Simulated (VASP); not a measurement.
# MgCd3O (Pm-3m) in VASP: further runs

Runs on MgCd3O. Level: PBE. Tasks: relaxation of cell and atoms, single point.

Everything below comes from runs of VASP 6.6.1. Logs are shortened: lines on timing, memory, paths and dates and some standing lists are left out, and cuts for length are marked.

### Step 1. The cell of the first run

The structure is cubic, space group Pm-3m (No. 221). The conventional cell has a = 4.413 Å, b = 4.413 Å, c = 4.413 Å, α = 90.00°, β = 90.00°, γ = 90.00°. Mg (site symmetry m-3m) has 12 Cd at 3.12 Å and 8 O at 3.82 Å within 4.1 Å. Within 2.9 Å of Cd (site symmetry 4/mmm) lie 2 O at 2.21 Å. O (site symmetry m-3m) has 6 Cd at 2.21 Å within 2.9 Å.

The cell was generated, and may not be a known phase.

### Step 2. Relaxation of cell and atoms, PBE

INCAR reads:

```
SYSTEM = MgCd3O
PREC = Accurate
ENCUT = 600
EDIFF = 1E-7
ISMEAR = 0
SIGMA = 0.1
LREAL = .FALSE.
LASPH = .TRUE.
NELM = 120
ALGO = Normal
ISIF = 3
LWAVE = .FALSE.
LCHARG = .FALSE.
GGA = PE
IBRION = 2
NSW = 90
EDIFFG = -0.04
GGA_COMPAT = .FALSE.
NELMIN = 4
```

KPOINTS reads:

```
Automatic mesh
0
G
  4 4 4
  0 0 0
```

POSCAR reads:

```
MgCd3O
1.0
    4.4126052300      0.0000000000      0.0000000000
    0.0000000000      4.4126052300      0.0000000000
    0.0000000000      0.0000000000      4.4126052300
Mg Cd O
1 3 1
Direct
    0.5000000000      0.5000000000      0.5000000000
    0.5000000000      0.0000000000      0.0000000000
    0.0000000000      0.5000000000      0.0000000000
    0.0000000000      0.0000000000      0.5000000000
    0.0000000000      0.0000000000      0.0000000000
```

Potentials or basis: VASP PAW PBE potentials, release 64 (Mg, Cd, O).

On the command line:

```bash
$ cat potpaw_PBE.64/Mg/POTCAR potpaw_PBE.64/Cd/POTCAR potpaw_PBE.64/O/POTCAR > POTCAR
$ mpirun -np 1 vasp_std > vasp.out
```

OUTCAR:

```text
SYSTEM = MgCd3O
   PREC = Accurate
   ENCUT = 600
   EDIFF = 1E-7
   ISMEAR = 0
   LREAL = .FALSE.
   LASPH = .TRUE.
   NELM = 120
   ISIF = 3
   GGA = PE
   IBRION = 2
   NSW = 90
   EDIFFG = -0.04
   NELMIN = 4

 ion  position               nearest neighbor table
   1  0.500  0.500  0.500-   2 3.12   3 3.12   4 3.12   2 3.12   3 3.12   2 3.12   4 3.12   2 3.12
                             3 3.12   4 3.12   3 3.12   4 3.12
   2  0.500  0.000  0.000-   5 2.21   5 2.21   4 3.12   1 3.12   1 3.12   4 3.12   1 3.12   3 3.12
                             1 3.12   3 3.12   4 3.12   3 3.12   4 3.12   3 3.12
   3  0.000  0.500  0.000-   5 2.21   5 2.21   4 3.12   1 3.12   1 3.12   4 3.12   2 3.12   4 3.12
                             2 3.12   4 3.12   1 3.12   2 3.12   1 3.12   2 3.12
   4  0.000  0.000  0.500-   5 2.21   5 2.21   3 3.12   1 3.12   2 3.12   3 3.12   2 3.12   1 3.12
                             3 3.12   3 3.12   1 3.12   2 3.12   2 3.12   1 3.12
   5  0.000  0.000  0.000-   2 2.21   3 2.21   4 2.21   4 2.21   3 2.21   2 2.21

  LATTYP: Found a simple cubic cell.
 ALAT       =     4.4126052300

  Lattice vectors:

 A1 = (   4.4126052300,   0.0000000000,   0.0000000000)
 A2 = (   0.0000000000,   4.4126052300,   0.0000000000)
 A3 = (   0.0000000000,   0.0000000000,   4.4126052300)

Analysis of symmetry for initial positions (statically):
=====================================================================
 Subroutine PRICEL returns:
 Original cell was already a primitive cell.

 Routine SETGRP: Setting up the symmetry group for a
 simple cubic supercell.

 Subroutine GETGRP returns: Found 48 space group operations
 (whereof 48 operations were pure point group operations)
 out of a pool of 48 trial point group operations.

The static configuration has the point symmetry O_h .

Analysis of symmetry for dynamics (positions and initial velocities):
=====================================================================
 Subroutine PRICEL returns:
 Original cell was already a primitive cell.

 Routine SETGRP: Setting up the symmetry group for a
 simple cubic supercell.

 Subroutine GETGRP returns: Found 48 space group operations
 (whereof 48 operations were pure point group operations)
 out of a pool of 48 trial point group operations.

The dynamic configuration has the point symmetry O_h .

 Subroutine INISYM returns: Found 48 space group operations
 (whereof 48 operations are pure point group operations),
 and found     1 'primitive' translations

----------------------------------------------------------------------------------------

                                     Primitive cell

  volume of cell :      85.9182

  direct lattice vectors                    reciprocal lattice vectors
     4.412605230  0.000000000  0.000000000     0.226623491  0.000000000  0.000000000
     0.000000000  4.412605230  0.000000000     0.000000000  0.226623491  0.000000000
     0.000000000  0.000000000  4.412605230     0.000000000  0.000000000  0.226623491

  length of vectors
     4.412605230  4.412605230  4.412605230     0.226623491  0.226623491  0.226623491

  position of ions in fractional coordinates (direct lattice)
     0.500000000  0.500000000  0.500000000
     0.500000000  0.000000000  0.000000000
     0.000000000  0.500000000  0.000000000
     0.000000000  0.000000000  0.500000000
     0.000000000  0.000000000  0.000000000

  ion indices of the primitive-cell ions
   primitive index   ion index
                 1           1
                 2           2
                 3           3
                 4           4
                 5           5

----------------------------------------------------------------------------------------

 KPOINTS: Automatic mesh

Automatic generation of k-mesh.
 Grid dimensions read from file:
 generate k-points for:    4    4    4

 Generating k-lattice:

  Cartesian coordinates                     Fractional coordinates (reciprocal lattice)
     0.056655873  0.000000000  0.000000000     0.250000000  0.000000000  0.000000000
     0.000000000  0.056655873  0.000000000     0.000000000  0.250000000  0.000000000
     0.000000000  0.000000000  0.056655873     0.000000000  0.000000000  0.250000000

  Length of vectors
     0.056655873  0.056655873  0.056655873

  Shift w.r.t. Gamma in fractional coordinates (k-lattice)
     0.000000000  0.000000000  0.000000000

 Subroutine IBZKPT returns following result:
 ===========================================

 Found     10 irreducible k-points:

 Following reciprocal coordinates:
            Coordinates               Weight
  0.000000  0.000000  0.000000      1.000000
  0.250000  0.000000  0.000000      6.000000
  0.500000  0.000000  0.000000      3.000000
  0.250000  0.250000  0.000000     12.000000
  0.500000  0.250000  0.000000     12.000000
  0.500000  0.500000  0.000000      3.000000
  0.250000  0.250000  0.250000      8.000000
  0.500000  0.250000  0.250000     12.000000
  0.500000  0.500000  0.250000      6.000000
  0.500000  0.500000  0.500000      1.000000
   k-points           NKPTS =     10   k-points in BZ     NKDIM =     10   number of bands    NBANDS=     26
   number of dos      NEDOS =    301   number of ions     NIONS =      5
   total plane-waves  NPLWV =  46656
   dimension x,y,z NGX =    36 NGY =   36 NGZ =   36
   dimension x,y,z NGXF=    72 NGYF=   72 NGZF=   72
   ions per type =               1   3   1
   NGX,Y,Z   is equivalent  to a cutoff of  13.56, 13.56, 13.56 a.u.
   NGXF,Y,Z  is equivalent  to a cutoff of  27.13, 27.13, 27.13 a.u.
 SYSTEM =  MgCd3O
   PREC   = accura    normal or accurate (medium, high low for compatibility)
   ISTART =      0    job   : 0-new  1-cont  2-samecut
   ICHARG =      2    charge: 1-file 2-atom 10-const
   ISPIN  =      1    spin polarized calculation?
   LNONCOLLINEAR =      F non collinear calculations
   LSORBIT =      F    spin-orbit coupling
   LASPH  =      T    aspherical Exc in radial PAW
   ENCUT  =  600.0 eV  44.10 Ry    6.64 a.u.   8.81  8.81  8.81*2*pi/ulx,y,z
   NELM   =    120;   NELMIN=  4; NELMDL= -5     # of ELM steps
   EDIFF  = 0.1E-06   stopping-criterion for ELM
   LREAL  =      F    real-space projection
   EDIFFG = -.4E-01   stopping-criterion for IOM
   NSW    =     90    number of steps for IOM
   IBRION =      2    ionic relax: 0-MD 1-quasi-New 2-CG
   NFREE  =      1    steps in history (QN), initial steepest desc. (CG)
   ISIF   =      3    stress and relaxation
   ISYM   =      2    0-nonsym 1-usesym 2-fastsym
   POTIM  = 0.5000    time-step for ionic-motion
   TEBEG  =    0.0;   TEEND  =   0.0 temperature during run
   PSTRESS=    0.0 pullay stress
   NELECT =      44.0000    total number of electrons
   NUPDOWN=      -1.0000    fix difference up-down
   EMIN   =  10.00;   EMAX   =-10.00  energy-range for DOS
   EFERMI =   0.00;   METHOD = LEGACY
   ISMEAR =     0;   SIGMA  =   0.10  broadening in eV -4-tet -1-fermi 0-gaus
   EFERMI_NEDOS =   21; number of points for ismear=-14 and -15
   IALGO  =     38    algorithm
   IMIX   =      4    mixing-type and parameters
     AMIX     =   0.40;   BMIX     =  1.00
     AMIX_MAG =   1.60;   BMIX_MAG =  1.00
  volume/ion in A,a.u.               =      17.18       115.96
  Fermi-wavevector in a.u.,A,eV,Ry     =   1.309777  2.475119 23.341004  1.715515
  Thomas-Fermi vector in A             =   2.440352
   LORBIT       =      0    0 simple, 1 ext, 2 COOP (PROOUT), +10 PAW based schemes
   GGA     = PE    functional components
   LHFCALC =     F    Hartree Fock is set to
   AEXX    =    0.0000 exact exchange contribution
   IVDW    =     0    specifies the selected vdW correction
   LEPSILON=     F    determine dielectric tensor
   LRPA    =     F    only Hartree local field effects (RPA)
 conjugate gradient relaxation of ions
 non-spin polarized calculation
 Gauss-broadening in eV      SIGMA  =   0.10
  energy-cutoff  :      600.00
  volume of cell :       85.92
 maximum number of plane-waves:      2897
 NGX is ok and might be reduce to    36
   NGX = 17   NGY = 17   NGZ = 17

--------------------------------------- Ionic step        1  -------------------------------------------

 number of electron      43.9999994 magnetization

 Free energy of the ion-electron system (eV)
  ---------------------------------------------------
  ext. energy  EPLUGINS =         0.00000000
  ---------------------------------------------------
  free energy    TOTEN  =        -8.54394835 eV

  energy without entropy =       -8.53334964  energy(sigma->0) =       -8.53864900

------------------------ aborting loop because EDIFF is reached ----------------------------------------

  FORCE on cell =-STRESS in cart. coord.  units (eV):
  Direction    XX          YY          ZZ          XY          YZ          ZX
  --------------------------------------------------------------------------------------
  -------------------------------------------------------------------------------------
  Total        9.3015483      9.3015483      9.3015483     -0.0000000      0.0000000      0.0000000
  in kB      173.4525158    173.4525158    173.4525158     -0.0000000      0.0000000      0.0000000
  external PRESSURE =     173.4525158 kB  Pullay stress =       0.0000000 kB
[... 24 lines left out ...]
  energy  without entropy=       -8.5333496444  energy(sigma->0) =       -8.53864900

--------------------------------------- Ionic step        2  -------------------------------------------

 number of electron      43.9999985 magnetization

 E-fermi :   1.9332     XC(G=0):  -9.7231

 val. band max:        1.5787347488   @ k =   0.5000   0.5000   0.5000
 cond. band min:       1.9529197827   @ k =   0.5000   0.2500   0.0000
 fundamental gap:      0.3741850340
 Fermi energy:         1.9332485450

 k-point     1 :       0.0000    0.0000    0.0000
  band No.  band energies     occupation
      1     -16.3005      2.00000
      2      -6.9916      2.00000
      3      -6.9916      2.00000
      4      -6.9916      2.00000
      5      -6.8851      2.00000
      6      -6.8851      2.00000
[... 315 lines left out ...]
  energy  without entropy=       -9.2658239118  energy(sigma->0) =       -9.27144443

--------------------------------------- Ionic step        3  -------------------------------------------

 number of electron      44.0000036 magnetization

 Free energy of the ion-electron system (eV)
  ---------------------------------------------------
  ext. energy  EPLUGINS =         0.00000000
  ---------------------------------------------------
  free energy    TOTEN  =        -9.35605555 eV

  energy without entropy =       -9.34568512  energy(sigma->0) =       -9.35087034

 E-fermi :   2.3582     XC(G=0): -10.0399

 val. band max:        2.1429011759   @ k =   0.5000   0.5000   0.5000
 cond. band min:       2.3730603146   @ k =   0.5000   0.2500   0.0000
 fundamental gap:      0.2301591388
 Fermi energy:         2.3581671275

 k-point     1 :       0.0000    0.0000    0.0000
  band No.  band energies     occupation
      1     -16.2820      2.00000
      2      -6.7114      2.00000
      3      -6.7114      2.00000
      4      -6.7114      2.00000
      5      -6.5716      2.00000
      6      -6.5716      2.00000
[... 311 lines left out ...]
  FREE ENERGIE OF THE ION-ELECTRON SYSTEM (eV)
  ---------------------------------------------------
  free  energy   TOTEN  =        -9.3560555468 eV

  energy  without entropy=       -9.3456851247  energy(sigma->0) =       -9.35087034

 reached required accuracy - stopping structural energy minimisation
```

Wall time 44 s (1 thread of Intel Xeon 6975P-C (Granite Rapids), shared host); peak memory 0.22 GiB.

What came out:

```
Free energy                           : -9.3561 eV
Relaxed volume                        : 20.74 Å³/atom
Relaxed cell                          : a = 4.698 Å, b = 4.698 Å, c = 4.698 Å, α = 90.00°, β = 90.00°, γ = 90.00°
Space group after relaxing (to 0.1 Å) : Pm-3m (No. 221)
Energy gained by relaxing             : 162.4 meV/atom
Ionic steps                           : 3
Pressure after relaxing               : 0.2 GPa
Band gap on the k mesh                : zero (bands 22 and 23 overlap by 1.72 eV)
```

Step by step:
```tsv
step	energy change (eV)	largest force (eV/Å)	pressure (GPa)	volume (Å³)
1	0.0000	0.0000	17.35	85.92
2	-0.7331	0.0000	-3.28	111.19
3	-0.8121	0.0000	0.16	103.70
```

Final structure:
```
Mg Cd O
1.0
     4.69815    0.00000    0.00000
     0.00000    4.69815    0.00000
     0.00000    0.00000    4.69815
Mg Cd O
1 3 1
Direct
  0.50000 0.50000 0.50000
  0.50000 0.00000 0.00000
  0.00000 0.50000 0.00000
  0.00000 0.00000 0.50000
  0.00000 0.00000 0.00000
```

Caveat: the volume moved by over 15 % at a fixed basis, so the end points are rough.

### Step 3. Single point, PBE, collinear spin, ferromagnetic start

INCAR reads:

```
SYSTEM = MgCd3O
PREC = Accurate
ENCUT = 600
EDIFF = 1E-6
ISMEAR = 0
SIGMA = 0.1
LREAL = .FALSE.
LASPH = .TRUE.
NELM = 200
ALGO = Normal
ISIF = 2
LWAVE = .FALSE.
LCHARG = .TRUE.
ISPIN = 2
MAGMOM = 0 0 0 0 1
LORBIT = 11
GGA = PE
LELF = .TRUE.
LVHAR = .TRUE.
NBANDS = 34
GGA_COMPAT = .FALSE.
```

KPOINTS reads:

```
regular mesh
0
G
  4 4 4
  0 0 0
```

POSCAR is that of step 2.

Potentials or basis: VASP PAW PBE potentials, release 64 (Mg, Cd, O).

On the command line:

```bash
$ cat potpaw_PBE.64/Mg/POTCAR potpaw_PBE.64/Cd/POTCAR potpaw_PBE.64/O/POTCAR > POTCAR
$ mpirun -np 1 vasp_std > vasp.out
```

Run time: 33 s. Hardware: 1 thread of Intel Xeon 6975P-C (Granite Rapids), shared host; peak memory 0.26 GiB.

It converged, with:

| Item | Value |
| --- | --- |
| Free energy | -8.5439 eV |
| Pressure | 17.3 GPa |
| Band gap on the k mesh | zero (filled and empty bands overlap) |
| Net moment | 0.00 μB per cell |
| Valence electrons inside the program's atomic spheres | Mg 0.36; Cd 10.35; O 5.02 |

Levels at points of the mesh, in eV from the Fermi level:
Spin up:
```csv
k point,band 19,band 20,band 21,band 22,band 23,band 24,band 25,band 26
"(0.00, 0.00, 0.00)",-5.71,-5.71,0.63,0.63,1.04,1.04,1.04,4.82
"(0.50, 0.00, 0.00)",-5.00,-4.32,-1.67,1.86,2.15,2.15,2.64,3.55
"(0.50, 0.50, 0.00)",-4.48,-3.50,-1.97,-0.35,-0.35,3.53,3.53,4.77
"(0.50, 0.50, 0.50)",-4.51,-2.38,-2.38,-2.38,0.19,1.83,1.83,1.83
```
Spin down:
| k point | band 19 | band 20 | band 21 | band 22 | band 23 | band 24 | band 25 | band 26 |
| --- | --- | --- | --- | --- | --- | --- | --- | --- |
| (0.00, 0.00, 0.00) | -5.71 | -5.71 | 0.63 | 0.63 | 1.04 | 1.04 | 1.04 | 4.82 |
| (0.50, 0.00, 0.00) | -5.00 | -4.32 | -1.67 | 1.86 | 2.15 | 2.15 | 2.64 | 3.55 |
| (0.50, 0.50, 0.00) | -4.48 | -3.50 | -1.97 | -0.35 | -0.35 | 3.53 | 3.53 | 4.77 |
| (0.50, 0.50, 0.50) | -4.51 | -2.38 | -2.38 | -2.38 | 0.19 | 1.83 | 1.83 | 1.83 |

Caveat: the cell stands under pressure.

### Step 4. Single point, PBE

This run uses another cell than the first one, of 20.80 Å³/atom.

INCAR reads:

```
ALGO = Normal
EDIFF = 1E-6
ENCUT = 600
GGA = PE
GGA_COMPAT = F
ISIF = 2
ISMEAR = 0
LASPH = T
LCHARG = T
LELF = T
LREAL = F
LVHAR = T
LWAVE = F
NBANDS = 30
NELM = 120
PREC = Accurate
SIGMA = 0.1
```

KPOINTS reads:

```
k-points
0
Gamma
  8 8 8
```

POSCAR, as its differences from that of step 3:

```diff
@@ -2,5 +2,5 @@
 1.0
-    4.4126052300      0.0000000000      0.0000000000
-    0.0000000000      4.4126052300      0.0000000000
-    0.0000000000      0.0000000000      4.4126052300
+    4.7024537651      0.0000000000      0.0000000000
+    0.0000000000      4.7024537651      0.0000000000
+    0.0000000000      0.0000000000      4.7024537651
 Mg Cd O
```

On the command line:

```bash
$ cat potpaw_PBE.64/Mg/POTCAR potpaw_PBE.64/Cd/POTCAR potpaw_PBE.64/O/POTCAR > POTCAR
$ mpirun -np 1 vasp_std > vasp.out
```

It took 58 s on 1 thread of Intel Xeon 6975P-C (Granite Rapids), shared host; peak memory 0.31 GiB.

It converged, with:

| Quantity | Value |
| --- | --- |
| Free energy | -9.2358 eV |
| Pressure | 0.3 GPa |
| Band gap on the k mesh | zero (bands 22 and 23 overlap by 1.71 eV) |

Levels at points of the mesh, in eV from the Fermi level:
```
           k point  band 18  band 19  band 20  band 21  band 22  band 23  band 24  band 25  band 26  band 27
(0.00, 0.00, 0.00)    -4.61    -4.61    -4.61     0.21     0.21     1.09     1.09     1.09     3.40     6.09
(0.50, 0.00, 0.00)    -4.18    -4.18    -4.11    -1.68     1.12     1.94     1.94     2.54     3.32     3.32
(0.50, 0.50, 0.00)    -5.13    -3.84    -3.02    -2.00    -0.42    -0.42     3.29     3.29     4.10     4.15
(0.50, 0.50, 0.50)    -4.28    -4.28    -1.77    -1.77    -1.77    -0.29     1.26     1.26     1.26     2.82
```

### Step 5. The runs side by side

```tsv
task	spin	cell	k mesh	gap on the mesh (eV)	pressure (GPa)
relaxation of cell and atoms	off	relaxed from a = 4.413 Å, 5 atoms	4 × 4 × 4	none	0.2
single point	collinear, ferromagnetic start	a = 4.413 Å, 5 atoms	4 × 4 × 4	none	17.3
single point	off	a = 4.702 Å, 5 atoms	8 × 8 × 8	none	0.3
```

Alike in all rows: level PBE; potentials or basis VASP PAW PBE potentials, release 64 (Mg, Cd, O); cutoff (eV) 600; smearing gaussian 0.1 eV.

Caveats: the volume moved by over 15 % at a fixed basis, so the end points are rough (at least some runs); the cell stands under pressure (at least some runs).

Absolute energies hang on the potentials; compare differences alone.

The gap in the log of VASP goes by the Fermi energy; the results here count the filled bands.